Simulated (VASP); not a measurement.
Here is a VASP 6.6.1 calculation.

Contents of INCAR:

```
SYSTEM = GaN
ALGO = Normal
EDIFF = 1E-7
ENCUT = 520
GGA = PE
ISIF = 2
ISMEAR = 0
LASPH = .TRUE.
LCHARG = .FALSE.
LREAL = .FALSE.
LWAVE = .FALSE.
NBANDS = 46
NELM = 100
PREC = Accurate
SIGMA = 0.1
```

Contents of KPOINTS:

```
k-points
0
G
  6 4 4
  0 0 0
```

The input POSCAR:

```
GaN
1.0
    3.1048667987      0.0000000000      0.0000000000
    0.0000000000      5.0514917509      0.0000000000
    0.0000000000      0.0000000000      5.7422115737
Ga N
4 4
Direct
    0.5000000000      0.0000000000      0.0000000000
    1.0000000000      0.5000000000      0.1666533000
    1.0000000000      0.0000000000      0.4999962000
    0.5000000000      0.5000000000      0.6666676000
    0.5000000000      0.6230000000      0.0000000000
    1.0000000000      0.1230000000      0.1666533000
    1.0000000000      0.6230000000      0.4999962000
    0.5000000000      0.1230000000      0.6666676000
```

Potentials or basis: VASP PAW PBE potentials, release 64 (Ga_d, N).

Launch:

```console
$ cat potpaw_PBE.64/Ga_d/POTCAR potpaw_PBE.64/N/POTCAR > POTCAR
$ mpirun -np 1 vasp_std > vasp.out
```

Problem. Estimate the band gap on the k mesh.

Solution. 1.87 eV.

Problem. What does it give for the pressure?

Solution. 9.1 GPa.

Stress tensor (GPa, compression positive):
```
14.60  0.00  0.00
 0.00 17.75  0.00
 0.00  0.00 -5.19
```

As with any semilocal functional, this PBE gap is likely too small.
